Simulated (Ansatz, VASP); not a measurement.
HgTe in VASP and in Ansatz

```
CELL_PARAMETERS angstrom
0.00000 3.22337 3.37686
3.22337 0.00000 3.37686
3.22337 3.22337 0.00000
ATOMIC_POSITIONS crystal
Hg 0.00000 0.00000 0.00000
Te 0.25000 0.25000 0.25000
```

Change from the starting cell: epitaxial_xy strain -2.0%.

Alike in both runs: task single point; functional r2SCAN; k mesh 6 × 6 × 6; occupations fermi-dirac, width 0.02 eV; no spin polarisation.

|  | VASP | Ansatz |
| --- | --- | --- |
| version | VASP 6.6.1 | Ansatz 0.2.0 |
| potentials or method | VASP PAW PBE potentials, release 64 (Hg, Te) | plane waves, PAW |
| plane-wave cutoff (eV) | 520 | 500 |
| valence electrons in the cell | 18 | 36 |

```csv
,VASP,Ansatz,Ansatz less VASP
pressure (GPa),0.6,0.5,-0.06
"traceless stress, the component that is largest in VASP (GPa)",-0.49,-0.49,+0.003
```

VASP's potentials were made for PBE, not for r2SCAN. The functional is the same, so the differences come from potentials, cutoffs and numerics. VASP's potentials hold 18 valence electrons a cell and Ansatz's 36, so a difference there can come from the potentials and not from the codes.

Neither program's run includes spin-orbit coupling.
